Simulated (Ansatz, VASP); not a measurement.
**RbBr: VASP beside Ansatz**

```
Rb Br
1.0
     0.00000    3.42493    3.42493
     3.42493    0.00000    3.42493
     3.42493    3.42493    0.00000
Rb Br
1 1
Cartesian
  0.0000 0.0000 0.0000
  3.4249 3.4249 3.4249
```

Alike in both runs: functional PBEsol; k mesh 6 × 6 × 6; occupations methfessel-paxton of order 1, width 0.05 eV; no spin polarisation.

Ansatz relaxed the structure, and its values are those at the end. VASP's run is a single point on that final structure, the one shown.

|  | VASP | Ansatz |
| --- | --- | --- |
| version | VASP 6.6.1 | Ansatz 0.2.0 |
| potentials or method | VASP PAW PBE potentials, release 64 (Rb_sv, Br) | plane waves, PAW |
| plane-wave cutoff (eV) | 520 | 420 |
| valence electrons in the cell | 16 | 16 |

|  | VASP | Ansatz | Ansatz less VASP |
| --- | --- | --- | --- |
| pressure (GPa) | 0.0 | 0.0 | -0.04 |

VASP's potentials were made for PBE, not for PBEsol.
